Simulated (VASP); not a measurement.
# Pt (P6_3/mmc) in VASP: a series of runs

Runs on Pt. Level: PBEsol. Tasks: vibrations by perturbation theory.

Everything below comes from runs of VASP 6.6.1. Logs are shortened: lines on timing, memory, paths and dates and some standing lists are left out, and cuts for length are marked.

## 1. The cell of the first run

Symmetry: P6_3/mmc, No. 194, hexagonal system. The conventional cell has a = 2.722 Å, b = 2.722 Å, c = 4.634 Å, α = 90.00°, β = 90.00°, γ = 120.00°. Pt (site symmetry -6m2) has 12 Pt at 2.72 to 2.80 Å within 3.6 Å.

This isn't the form of Pt at room conditions, which is fcc.

## 2. Vibrations by perturbation theory, PBEsol (14.87 Å³/atom)

INCAR reads:

```
SYSTEM = Pt
  PREC = Accurate
  ENCUT = 520
  EDIFF = 1E-8
  ISMEAR = -1
  SIGMA = 0.15
  LREAL = .FALSE.
  LASPH = .TRUE.
  NELM = 60
  ALGO = Fast
  ISIF = 2
  LWAVE = .FALSE.
  LCHARG = .FALSE.
  GGA = PS
  IBRION = 8
  NSW = 1
```

KPOINTS reads:

```
regular mesh
0
G
  18 18 10
  0 0 0
```

POSCAR reads:

```
Pt
1.0
    2.7220330230      0.0000000000      0.0000000000
   -1.3610165115      2.3573497479      0.0000000000
    0.0000000000      0.0000000000      4.6338064292
Pt
2
Direct
    0.6666666667      0.3333333333      0.7500000000
    0.3333333333      0.6666666667      0.2500000000
```

Potentials or basis: VASP PAW PBE potentials, release 64 (Pt).

The run is started by

```console
cat potpaw_PBE.64/Pt/POTCAR > POTCAR
mpirun -np 1 vasp_std > vasp.out
```

OUTCAR:

```text
SYSTEM = Pt
   PREC = Accurate
   ENCUT = 520
   EDIFF = 1E-8
   ISMEAR = -1
   LREAL = .FALSE.
   LASPH = .TRUE.
   NELM = 60
   ISIF = 2
   GGA = PS
   IBRION = 8
   NSW = 1

 ion  position               nearest neighbor table
   1  0.667  0.333  0.750-   2 2.80   2 2.80   2 2.80   2 2.80   2 2.80   2 2.80
   2  0.333  0.667  0.250-   1 2.80   1 2.80   1 2.80   1 2.80   1 2.80   1 2.80

  LATTYP: Found a hexagonal cell.
 ALAT       =     2.7220330230
 C/A-ratio  =     1.7023329218

  Lattice vectors:

 A1 = (   2.7220330230,   0.0000000000,   0.0000000000)
 A2 = (  -1.3610165115,   2.3573497479,   0.0000000000)
 A3 = (   0.0000000000,   0.0000000000,   4.6338064292)

Analysis of symmetry for initial positions (statically):
=====================================================================
 Subroutine PRICEL returns:
 Original cell was already a primitive cell.

 Routine SETGRP: Setting up the symmetry group for a
 hexagonal supercell.

 Subroutine GETGRP returns: Found 24 space group operations
 (whereof 12 operations were pure point group operations)
 out of a pool of 24 trial point group operations.

The static configuration has the point symmetry D_3d.
 The point group associated with its full space group is D_6h.

Analysis of symmetry for dynamics (positions and initial velocities):
=====================================================================
 Subroutine PRICEL returns:
 Original cell was already a primitive cell.

 Routine SETGRP: Setting up the symmetry group for a
 hexagonal supercell.

 Subroutine GETGRP returns: Found 24 space group operations
 (whereof 12 operations were pure point group operations)
 out of a pool of 24 trial point group operations.

The dynamic configuration has the point symmetry D_3d.
 The point group associated with its full space group is D_6h.

 Subroutine INISYM returns: Found 24 space group operations
 (whereof 12 operations are pure point group operations),
 and found     1 'primitive' translations

----------------------------------------------------------------------------------------

                                     Primitive cell

  volume of cell :      29.7341

  direct lattice vectors                    reciprocal lattice vectors
     2.722033023  0.000000000  0.000000000     0.367372472  0.212102595  0.000000000
    -1.361016511  2.357349748  0.000000000     0.000000000  0.424205191  0.000000000
     0.000000000  0.000000000  4.633806429     0.000000000  0.000000000  0.215805303

  length of vectors
     2.722033023  2.722033023  4.633806429     0.424205191  0.424205191  0.215805303

  position of ions in fractional coordinates (direct lattice)
     0.666666667  0.333333333  0.750000000
     0.333333333  0.666666667  0.250000000

  ion indices of the primitive-cell ions
   primitive index   ion index
                 1           1
                 2           2

----------------------------------------------------------------------------------------

 KPOINTS: regular mesh

Automatic generation of k-mesh.
 Grid dimensions read from file:
 generate k-points for:   18   18   10

 Generating k-lattice:

  Cartesian coordinates                     Fractional coordinates (reciprocal lattice)
     0.020409582  0.011783478  0.000000000     0.055555556  0.000000000  0.000000000
     0.000000000  0.023566955  0.000000000     0.000000000  0.055555556  0.000000000
     0.000000000  0.000000000  0.021580530     0.000000000  0.000000000  0.100000000

  Length of vectors
     0.023566955  0.023566955  0.021580530

  Shift w.r.t. Gamma in fractional coordinates (k-lattice)
     0.000000000  0.000000000  0.000000000

[... 93 lines left out ...]
  ---------------------------------------------------
  ext. energy  EPLUGINS =         0.00000000
  ---------------------------------------------------
  free energy    TOTEN  =       -13.91614880 eV

  energy without entropy =      -13.68824135  energy(sigma->0) =      -13.80219507

 E-fermi :  11.3780     XC(G=0): -13.7101

 val. band max:       11.3773210744   @ k =   0.3333   0.0556   0.0000
 cond. band min:      11.3792737061   @ k =   0.3889   0.2222   0.3000
 fundamental gap:      0.0019526317
 Fermi energy:        11.3779862053

 k-point     1 :       0.0000    0.0000    0.0000
  band No.  band energies     occupation
      1       0.9135      2.00000
      2       3.7147      2.00000
      3       7.1412      2.00000
      4       7.5934      2.00000
      5       7.5934      2.00000
      6       8.0360      2.00000
      7       8.0360      2.00000
      8       9.2134      2.00000
      9       9.2134      2.00000
     10      10.4232      1.99657
     11      11.0915      1.74209
     12      11.0915      1.74209
     13      16.6506      0.00000
     14      26.2365      0.00000
[... 377 lines left out ...]
      1       4.7040      2.00000
      2       4.7952      2.00000
      3       5.2034      2.00000
      4       7.5247      2.00000
      5       7.6993      2.00000
      6       7.8098      2.00000
      7       8.1966      2.00000
      8      10.9221      1.90862
      9      11.2173      1.48967
     10      11.4327      0.81975
     11      13.3967      0.00000
     12      16.6317      0.00000
     13      18.6080      0.00000
     14      20.8228      0.00000

 [... further k-points ...]

------------------------ aborting loop because EDIFF is reached ----------------------------------------

  FORCE on cell =-STRESS in cart. coord.  units (eV):
  Direction    XX          YY          ZZ          XY          YZ          ZX
  --------------------------------------------------------------------------------------
  -------------------------------------------------------------------------------------
  Total        1.0317835      1.0317835      1.0087862      0.0000000      0.0000000      0.0000000
  in kB       55.5960431     55.5960431     54.3568677      0.0000000      0.0000000      0.0000000
  external PRESSURE =      55.1829846 kB  Pullay stress =       0.0000000 kB

 VOLUME and BASIS-vectors are now :
 -----------------------------------------------------------------------------
  energy-cutoff  :      520.00
  volume of cell :       29.73
      direct lattice vectors                 reciprocal lattice vectors
     2.722033023  0.000000000  0.000000000     0.367372472  0.212102595  0.000000000
    -1.361016511  2.357349748  0.000000000     0.000000000  0.424205191  0.000000000
     0.000000000  0.000000000  4.633806429     0.000000000  0.000000000  0.215805303

 POSITION                                       TOTAL-FORCE (eV/Angst)
 -----------------------------------------------------------------------------------
      1.36102      0.78578      3.47535        -0.000000     -0.000000     -0.000000
     -0.00000      1.57157      1.15845         0.000000      0.000000      0.000000
 -----------------------------------------------------------------------------------
    total drift:                               -0.000000      0.000000     -0.000000

  FREE ENERGIE OF THE ION-ELECTRON SYSTEM (eV)
  ---------------------------------------------------
  free  energy   TOTEN  =       -13.9161487985 eV

  energy  without entropy=      -13.6882413461  energy(sigma->0) =      -13.80219507

[... ionic steps 2 to 3 ...]

--------------------------------------- Ionic step        4  -------------------------------------------

------------------------ aborting loop because EDIFF is reached ----------------------------------------

[... ionic steps 5 to 5 ...]

--------------------------------------- Ionic step        6  -------------------------------------------

 Free energy of the ion-electron system (eV)
  ---------------------------------------------------
  ---------------------------------------------------
  free energy    TOTEN  =        -0.28122988 eV

  energy without entropy =       -0.28122988

------------------------ aborting loop because EDIFF is reached ----------------------------------------

 INTERNAL STRAIN TENSOR  FOR ION    1  DIRECTION 3   (eV/Angst):
 -----------------------------------------------------------------------------
     0.04478 -0.00000  0.00000
     0.00000  0.04478  0.00000
    -0.00000  0.00000 -0.08255

 INTERNAL STRAIN TENSOR FOR ION    2 for displacements in x,y,z  (eV/Angst):
          X           Y           Z          XY          YZ          ZX
  --------------------------------------------------------------------------------
  x     0.00000     0.00000     0.00000    -0.92688     0.00000     0.00000
  y    -0.92688     0.92688     0.00000     0.00000     0.00000     0.00000
  z     0.00000     0.00000    -0.00000    -0.00000     0.00000     0.00000

 SECOND DERIVATIVES (NOT SYMMETRIZED)
 ------------------------------------
               1X          1Y          1Z          2X          2Y          2Z
  1X    -0.613056    0.000000    0.000000    0.613056    0.000000    0.000000
  1Y    -0.000000   -0.613056    0.000000    0.000000    0.613056    0.000000
  1Z     0.000000    0.000000  -13.076851   -0.000000    0.000000   13.076851
  2X     0.613056    0.000000    0.000000   -0.613056    0.000000    0.000000
  2Y     0.000000    0.613056    0.000000   -0.000000   -0.613056    0.000000
  2Z    -0.000000    0.000000   13.076851    0.000000    0.000000  -13.076851

 Eigenvectors and eigenvalues of the dynamical matrix
 ----------------------------------------------------

   1 f  =    5.724149 THz    35.965890 2PiTHz  190.937065 cm-1    23.673168 meV
             X         Y         Z           dx          dy          dz
      1.361017  0.785783  3.475355    -0.000000    0.000000    0.707107
     -0.000000  1.571566  1.158452     0.000000   -0.000000   -0.707107
[... 16 lines left out ...]
   5 f  =    0.000000 THz     0.000000 2PiTHz    0.000000 cm-1     0.000000 meV
             X         Y         Z           dx          dy          dz
      1.361017  0.785783  3.475355     0.707107    0.000000    0.000000
     -0.000000  1.571566  1.158452     0.707107    0.000000    0.000000

   6 f/i=    0.000000 THz     0.000000 2PiTHz    0.000001 cm-1     0.000000 meV
             X         Y         Z           dx          dy          dz
      1.361017  0.785783  3.475355    -0.000000    0.671056    0.222898
     -0.000000  1.571566  1.158452     0.000000    0.671056    0.222898

--------------------------------------------------------------------------------------------------------

 ELASTIC MODULI CONTR FROM IONIC RELAXATION (kBar)
 Direction    XX          YY          ZZ          XY          YZ          ZX
 --------------------------------------------------------------------------------
 XX         -75.5096     75.5096      0.0000      0.0000     -0.0000      0.0000
 YY          75.5096    -75.5096     -0.0000     -0.0000      0.0000      0.0000
 ZZ           0.0000     -0.0000     -0.0000     -0.0000      0.0000      0.0000
 XY           0.0000     -0.0000     -0.0000    -75.5096      0.0000      0.0000
 YZ          -0.0000      0.0000      0.0000      0.0000     -0.0000      0.0000
 ZX           0.0000      0.0000      0.0000      0.0000      0.0000      0.0000
 --------------------------------------------------------------------------------
```

Wall time 19 min (1 thread of Oxide Virtual Turin-like, shared host); peak memory 0.79 GiB.

Results:

```
Highest phonon frequency at Γ : 191 cm⁻¹
```

Phonon frequencies in cm⁻¹ (negative: imaginary):
| q point | frequencies |
| --- | --- |
| (0.000, 0.000, 0.000) | 0 0 0 41 41 191 |

Caveat: the cell stands under pressure or tension, which shifts response properties; the PAW data sets were made with another functional, which shifts forces and pressure a little; spin-orbit coupling is left out, which moves the levels of the heavy elements.

## 3. Vibrations by perturbation theory, PBEsol

This run uses another cell than the first one, of 15.01 Å³/atom.

INCAR reads:

```
SYSTEM = Pt
ALGO = Normal
EDIFF = 1E-8
ENCUT = 520
GGA = PS
IBRION = 8
ISIF = 2
ISMEAR = -1
LASPH = .True.
LCHARG = .False.
LREAL = .False.
LWAVE = .False.
NBANDS = 17
NELM = 60
NSW = 1
PREC = Accurate
SIGMA = 0.15
```

KPOINTS reads:

```
k-points
0
Gamma
  18 18 10
  0 0 0
```

POSCAR reads:

```
Pt
1.0
    2.7300278365      0.0000000000      0.0000000000
   -1.3650139182      2.3642734595      0.0000000000
    0.0000000000      0.0000000000      4.6513653384
Pt
2
Direct
    0.6666666667      0.3333333333      0.7500000000
    0.3333333333      0.6666666667      0.2500000000
```

Potentials or basis: VASP PAW PBE potentials, release 64 (Pt).

The run is started by

```console
cat potpaw_PBE.64/Pt/POTCAR > POTCAR
mpirun -np 1 vasp_std > vasp.out
```

OUTCAR:

```text
SYSTEM = Pt
   EDIFF = 1E-8
   ENCUT = 520
   GGA = PS
   IBRION = 8
   ISIF = 2
   ISMEAR = -1
   LASPH = .True.
   LREAL = .False.
   NELM = 60
   NSW = 1
   PREC = Accurate

 ion  position               nearest neighbor table
   1  0.667  0.333  0.750-   2 2.81   2 2.81   2 2.81   2 2.81   2 2.81   2 2.81
   2  0.333  0.667  0.250-   1 2.81   1 2.81   1 2.81   1 2.81   1 2.81   1 2.81

  LATTYP: Found a hexagonal cell.
 ALAT       =     2.7300278365
 C/A-ratio  =     1.7037794546

  Lattice vectors:

 A1 = (   2.7300278365,   0.0000000000,   0.0000000000)
 A2 = (  -1.3650139182,   2.3642734595,   0.0000000000)
 A3 = (   0.0000000000,   0.0000000000,   4.6513653384)

Analysis of symmetry for initial positions (statically):
=====================================================================
 Subroutine PRICEL returns:
 Original cell was already a primitive cell.

 Routine SETGRP: Setting up the symmetry group for a
 hexagonal supercell.

 Subroutine GETGRP returns: Found 24 space group operations
 (whereof 12 operations were pure point group operations)
 out of a pool of 24 trial point group operations.

The static configuration has the point symmetry D_3d.
 The point group associated with its full space group is D_6h.

Analysis of symmetry for dynamics (positions and initial velocities):
=====================================================================
 Subroutine PRICEL returns:
 Original cell was already a primitive cell.

 Routine SETGRP: Setting up the symmetry group for a
 hexagonal supercell.
[... 669 lines left out ...]

  FREE ENERGIE OF THE ION-ELECTRON SYSTEM (eV)
  ---------------------------------------------------
  free  energy   TOTEN  =       -13.9236781047 eV

  energy  without entropy=      -13.6935480669  energy(sigma->0) =      -13.80861309

[... ionic steps 2 to 3 ...]

--------------------------------------- Ionic step        4  -------------------------------------------

------------------------ aborting loop because EDIFF is reached ----------------------------------------

[... ionic steps 5 to 5 ...]

--------------------------------------- Ionic step        6  -------------------------------------------

 Free energy of the ion-electron system (eV)
  ---------------------------------------------------
  ---------------------------------------------------
  free energy    TOTEN  =        -0.28116056 eV

  energy without entropy =       -0.28116056

------------------------ aborting loop because EDIFF is reached ----------------------------------------

 INTERNAL STRAIN TENSOR  FOR ION    1  DIRECTION 3   (eV/Angst):
 -----------------------------------------------------------------------------
     0.04447  0.00000 -0.00000
     0.00000  0.04447 -0.00000
     0.00000  0.00000 -0.08230

 INTERNAL STRAIN TENSOR FOR ION    2 for displacements in x,y,z  (eV/Angst):
          X           Y           Z          XY          YZ          ZX
  --------------------------------------------------------------------------------
  x    -0.00000     0.00000     0.00000    -0.82109     0.00000     0.00000
  y    -0.82109     0.82109     0.00000     0.00000     0.00000     0.00000
  z    -0.00000     0.00000     0.00000    -0.00000     0.00000     0.00000

 SECOND DERIVATIVES (NOT SYMMETRIZED)
 ------------------------------------
               1X          1Y          1Z          2X          2Y          2Z
  1X    -0.555960   -0.000000    0.000000    0.555960    0.000000    0.000000
  1Y    -0.000000   -0.555960    0.000000    0.000000    0.555960    0.000000
  1Z     0.000000    0.000000  -12.366209   -0.000000    0.000000   12.366209
  2X     0.555960    0.000000    0.000000   -0.555960   -0.000000    0.000000
  2Y     0.000000    0.555960    0.000000   -0.000000   -0.555960    0.000000
  2Z    -0.000000    0.000000   12.366209    0.000000    0.000000  -12.366209

 Eigenvectors and eigenvalues of the dynamical matrix
 ----------------------------------------------------

   1 f  =    5.566441 THz    34.974982 2PiTHz  185.676495 cm-1    23.020941 meV
             X         Y         Z           dx          dy          dz
      1.365014  0.788091  3.488524    -0.000000    0.000000    0.707107
     -0.000000  1.576182  1.162841     0.000000   -0.000000   -0.707107
[... 16 lines left out ...]
   5 f  =    0.000000 THz     0.000000 2PiTHz    0.000000 cm-1     0.000000 meV
             X         Y         Z           dx          dy          dz
      1.365014  0.788091  3.488524     0.678692   -0.031614   -0.195902
     -0.000000  1.576182  1.162841     0.678692   -0.031614   -0.195902

   6 f/i=    0.000000 THz     0.000000 2PiTHz    0.000001 cm-1     0.000000 meV
             X         Y         Z           dx          dy          dz
      1.365014  0.788091  3.488524    -0.105686   -0.648419   -0.261502
     -0.000000  1.576182  1.162841    -0.105686   -0.648419   -0.261502

--------------------------------------------------------------------------------------------------------

 ELASTIC MODULI CONTR FROM IONIC RELAXATION (kBar)
 Direction    XX          YY          ZZ          XY          YZ          ZX
 --------------------------------------------------------------------------------
 XX         -64.7140     64.7140      0.0000     -0.0000      0.0000      0.0000
 YY          64.7140    -64.7140     -0.0000     -0.0000     -0.0000      0.0000
 ZZ           0.0000     -0.0000     -0.0000     -0.0000     -0.0000      0.0000
 XY          -0.0000     -0.0000     -0.0000    -64.7140     -0.0000      0.0000
 YZ           0.0000     -0.0000     -0.0000     -0.0000     -0.0000      0.0000
 ZX           0.0000      0.0000      0.0000      0.0000      0.0000      0.0000
 --------------------------------------------------------------------------------
```

Run time: 25 min. Hardware: 1 thread of Oxide Virtual Turin-like, shared host; peak memory 0.91 GiB.

What came out:

| Item | Value |
| --- | --- |
| Highest phonon frequency at Γ | 186 cm⁻¹ |

Phonon frequencies in cm⁻¹ (negative: imaginary):
```tsv
q point	frequencies
(0.000, 0.000, 0.000)	0 0 0 39 39 186
```

Caveat: the cell stands under pressure or tension, which shifts response properties; the PAW data sets were made with another functional, which shifts forces and pressure a little; spin-orbit coupling is left out, which moves the levels of the heavy elements.
